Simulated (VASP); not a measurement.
# Ti (Fm-3m) in VASP: further runs, part 2 of 2

VASP 6.6.1.

### Step 5. Single point, PBE

The input, INCAR:

```
PREC     = Accurate       # precision mode
ENCUT    = 500            # plane-wave cutoff, eV
EDIFF    = 1E-6           # SCF threshold, eV
ISMEAR   = 0              # smearing method
SIGMA    = 0.1            # smearing width, eV
LREAL    = False          # projectors in reciprocal space
LASPH    = True           # aspherical terms in the spheres
NELM     = 120            # most SCF steps
ALGO     = Normal         # electronic algorithm
ISIF     = 2              # what is computed and relaxed
LWAVE    = False          # write WAVECAR
LCHARG   = True           # write CHGCAR
GGA      = PE             # functional
LELF     = True           # ELF
LVHAR    = True         
NBANDS   = 12             # bands
GGA_COMPAT= False
```

The input, KPOINTS:

```
regular mesh
0
Gamma
  3 3 3
```

The input, POSCAR:

```
Ti
1.0
    0.0000000000      2.0300000000      2.0300000000
    2.0300000000      0.0000000000      2.0300000000
    2.0300000000      2.0300000000      0.0000000000
Ti
1
Direct
    0.0000000000      0.0000000000      0.0000000000
```

Potentials or basis: VASP PAW PBE potentials, release 64 (Ti_sv).

On the command line:

```console
> cat potpaw_PBE.64/Ti_sv/POTCAR > POTCAR
> mpirun -np 1 vasp_std > vasp.out
```

OUTCAR:

```text
PREC = Accurate
   ENCUT = 500
   EDIFF = 1E-6
   ISMEAR = 0
   LREAL = False
   LASPH = True
   NELM = 120
   ISIF = 2
   GGA = PE

 ion  position               nearest neighbor table
   1  0.000  0.000  0.000-

  LATTYP: Found a face centered cubic cell.
 ALAT       =     4.0600000000

  Lattice vectors:

 A1 = (   0.0000000000,   2.0300000000,   2.0300000000)
 A2 = (   2.0300000000,   0.0000000000,   2.0300000000)
 A3 = (   2.0300000000,   2.0300000000,   0.0000000000)
[... 216 lines left out ...]
     10      15.3993      0.00000
     11      17.4984      0.00000
     12      19.5831      0.00000

------------------------ aborting loop because EDIFF is reached ----------------------------------------

  FORCE on cell =-STRESS in cart. coord.  units (eV):
  Direction    XX          YY          ZZ          XY          YZ          ZX
  --------------------------------------------------------------------------------------
  -------------------------------------------------------------------------------------
  Total        0.5031126      0.5031126      0.5031126     -0.0000000      0.0000000      0.0000000
  in kB       48.1789886     48.1789886     48.1789886     -0.0000000      0.0000000      0.0000000
  external PRESSURE =      48.1789886 kB  Pullay stress =       0.0000000 kB

 VOLUME and BASIS-vectors are now :
 -----------------------------------------------------------------------------
  energy-cutoff  :      500.00
  volume of cell :       16.73
      direct lattice vectors                 reciprocal lattice vectors
     0.000000000  2.030000000  2.030000000    -0.246305419  0.246305419  0.246305419
     2.030000000  0.000000000  2.030000000     0.246305419 -0.246305419  0.246305419
     2.030000000  2.030000000  0.000000000     0.246305419  0.246305419 -0.246305419

 POSITION                                       TOTAL-FORCE (eV/Angst)
 -----------------------------------------------------------------------------------
      0.00000      0.00000      0.00000         0.000000     -0.000000      0.000000
 -----------------------------------------------------------------------------------
    total drift:                               -0.000000      0.000000     -0.000000

  FREE ENERGIE OF THE ION-ELECTRON SYSTEM (eV)
  ---------------------------------------------------
  free  energy   TOTEN  =        -7.7387828156 eV

  energy  without entropy=       -7.7136034546  energy(sigma->0) =       -7.72619314
```

OSZICAR:

```text
N       E                     dE             d eps       ncg     rms          rms(c)
DAV:   1     0.823537976839E+02    0.82354E+02   -0.66945E+03    96   0.124E+03
DAV:   2    -0.439768243138E+01   -0.86751E+02   -0.83967E+02   100   0.279E+02
DAV:   3    -0.868388580113E+01   -0.42862E+01   -0.42459E+01   136   0.612E+01
DAV:   4    -0.871953983217E+01   -0.35654E-01   -0.35639E-01   104   0.587E+00
DAV:   5    -0.872014757445E+01   -0.60774E-03   -0.60774E-03   116   0.671E-01    0.873E+00
DAV:   6    -0.775968262232E+01    0.96046E+00   -0.18366E+00    96   0.208E+01    0.235E+00
DAV:   7    -0.773016115756E+01    0.29521E-01   -0.13810E-01   108   0.479E+00    0.133E+00
DAV:   8    -0.773881856903E+01   -0.86574E-02   -0.43112E-02   104   0.272E+00    0.182E-01
DAV:   9    -0.773869293895E+01    0.12563E-03   -0.41022E-03   112   0.813E-01    0.818E-02
DAV:  10    -0.773879213208E+01   -0.99193E-04   -0.24249E-04   108   0.166E-01    0.185E-02
DAV:  11    -0.773878369719E+01    0.84349E-05   -0.31451E-05   112   0.521E-02    0.115E-02
DAV:  12    -0.773878281560E+01    0.88158E-06   -0.27284E-06   104   0.203E-02
   1 F= -.77387828E+01 E0= -.77261931E+01  d E =-.251794E-01
```

It took 6.4 s on 1 thread of AMD EPYC 7R13, shared host; peak memory 0.1 GiB.

Results:

| Item | Value |
| --- | --- |
| Free energy | -7.7388 eV |
| Pressure | 4.8 GPa |
| Band gap on the k mesh | zero (band 6 reaches 9.46 eV, above the bottom of band 7 at 8.75 eV) |

Levels at points of the mesh, in eV from the Fermi level:
| k point | band 4 | band 5 | band 6 | band 7 | band 8 | band 9 |
| --- | --- | --- | --- | --- | --- | --- |
| (0.00, 0.00, 0.00) | -32.61 | -6.24 | 0.78 | 0.78 | 0.78 | 2.49 |

Caveat: the k points lie up to 0.89 Å⁻¹ apart.

### Step 6. Single point, PBE

The input, INCAR:

```
SYSTEM = Ti
  PREC = Accurate
  ENCUT = 500
  EDIFF = 1E-6
  ISMEAR = 0
  SIGMA = 0.1
  LREAL = .FALSE.
  LASPH = .TRUE.
  NELM = 120
  ALGO = Normal
  ISIF = 2
  LWAVE = .FALSE.
  LCHARG = .FALSE.
  GGA = PE
  NBANDS = 12
  GGA_COMPAT = .FALSE.
```

The input, KPOINTS:

```
Automatic mesh
0
G
  3 3 3
  0 0 0
```

POSCAR is that of step 5.

Potentials or basis: VASP PAW PBE potentials, release 64 (Ti_sv).

On the command line:

```console
> cat potpaw_PBE.64/Ti_sv/POTCAR > POTCAR
> mpirun -np 1 vasp_std > vasp.out
```

Wall time 4.5 s (1 thread of AMD EPYC 7R13, shared host); peak memory 0.1 GiB.

The run converged. Its results:

```yaml
Free_energy: -7.7388 eV
Pressure: 4.8 GPa
Band_gap_on_the_k_mesh: zero (band 6 reaches 9.46 eV, above the bottom of band 7 at 8.75 eV)
```

Levels at points of the mesh, in eV from the Fermi level:
```tsv
k point	band 2	band 3	band 4	band 5	band 6	band 7	band 8	band 9	band 10	band 11
(0.00, 0.00, 0.00)	-32.61	-32.61	-32.61	-6.24	0.78	0.78	0.78	2.49	2.49	15.39
```

Caveat: the k points lie up to 0.89 Å⁻¹ apart.

### Step 7. Summary

```tsv
spin	k mesh	smearing	gap on the mesh (eV)	pressure (GPa)
collinear, ferromagnetic start	6 × 6 × 6	gaussian 0.1 eV	none	4.7
off	2 × 2 × 2	methfessel-paxton 0.25 eV	none	-7.1
off	3 × 3 × 3	gaussian 0.1 eV	none	4.8
```

Alike in all rows: task single point; level PBE; potentials or basis VASP PAW PBE potentials, release 64 (Ti_sv); cell as given; cutoff (eV) 500.

Caveats: all runs use coarse meshes.

Total energies depend on the potentials used, so only differences within one code and one set of settings carry meaning.
